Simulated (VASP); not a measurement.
# Sb: relaxation of cell and atoms with BLYP+D3(BJ)

Sb:

```
Sb
1.0
     3.35453    0.00000    0.00000
    -1.67727    2.90511    0.00000
     0.00000    0.00000    5.47016
Sb
2
Cartesian
  1.6773 0.9684 4.1026
  0.0000 1.9367 1.3675
```

```yaml
Program: VASP 6.6.1
Task: relaxation of cell and atoms
Functional: BLYP
Dispersion: D3(BJ)
Potentials_or_basis: VASP PAW PBE potentials, release 64 (Sb)
Cutoff: 600 eV
k_mesh: 9 × 9 × 5
Occupations: fermi-dirac, width 0.05 eV
Spin: no spin polarisation
Dipole_correction: no
Further_INCAR_settings: ALGO = Normal; EDIFF = 1e-07; IBRION = 2; EDIFFG = -0.01; NSW = 60; ISIF = 3
```

```json
{
  "Relaxed volume": "26.87 Å³/atom",
  "Relaxed cell": "a = 3.467 Å, b = 3.467 Å, c = 5.163 Å, α = 90.00°, β = 90.00°, γ = 120.00°",
  "Space group after relaxing (to 0.05 Å)": "P6_3/mmc (No. 194)",
  "Energy gained by relaxing": "3.1 meV/atom",
  "Ionic steps": "18",
  "Pressure after relaxing": "0.0 GPa",
  "Band gap on the k mesh": "zero (band 5 reaches 12.14 eV, above the bottom of band 6 at 6.55 eV)",
  "Dispersion energy per atom": "-1.235 eV"
}
```

The path:
| step | energy change (eV) | largest force (eV/Å) | pressure (GPa) | volume (Å³) |
| --- | --- | --- | --- | --- |
| 1 | 0.0000 | 0.0000 | 0.26 | 53.31 |
| 2 | -0.0003 | 0.0000 | -0.12 | 53.65 |
| 3 | -0.0003 | 0.0000 | -0.08 | 53.61 |
| 4 | -0.0005 | 0.0000 | -0.07 | 53.61 |
| 5 | -0.0012 | 0.0000 | -0.05 | 53.59 |
| 6 | -0.0021 | 0.0000 | 0.02 | 53.55 |
| 7 | -0.0047 | 0.0000 | 0.27 | 53.43 |
| 8 | 0.0164 | 0.0000 | 1.43 | 53.02 |
| 9 | -0.0055 | 0.0000 | 0.38 | 53.39 |
| 10 | -0.0024 | 0.0000 | 0.73 | 53.25 |
| 11 | -0.0057 | 0.0000 | 0.43 | 53.37 |
| 12 | -0.0056 | 0.0000 | 0.45 | 53.36 |
| 13 | -0.0057 | 0.0000 | 0.42 | 53.40 |
| 14 | -0.0058 | 0.0000 | 0.40 | 53.43 |
| 15 | -0.0059 | 0.0000 | 0.35 | 53.47 |
| 16 | -0.0061 | 0.0000 | 0.21 | 53.58 |
| 17 | -0.0062 | 0.0000 | -0.08 | 53.82 |
| 18 | -0.0062 | 0.0000 | 0.00 | 53.75 |

Final structure:
```
Sb
1.0
     3.46730    0.00000    0.00000
    -1.73365    3.00277    0.00000
     0.00000    0.00000    5.16254
Sb
2
Direct
  0.66667 0.33333 0.75000
  0.33333 0.66667 0.25000
```

Levels at points of the mesh, in eV from the Fermi level:
| k point | band 1 | band 2 | band 3 | band 4 | band 5 | band 6 | band 7 | band 8 | band 9 |
| --- | --- | --- | --- | --- | --- | --- | --- | --- | --- |
| (0.00, 0.00, 0.00) | -12.98 | -8.39 | -5.56 | 2.43 | 2.43 | 4.41 | 4.41 | 6.27 | 6.81 |

It took 2.8 min on 1 thread of Intel(R) Xeon(R) 6975P-C (Granite Rapids), with other jobs on the host, peak memory 0.22 GiB.

Caveat: the PAW data sets were made with another functional, which shifts forces and pressure a little; spin-orbit coupling is left out, which moves the levels of the heavy elements; pairwise dispersion overbinds metals, which lowers pressure and volume.
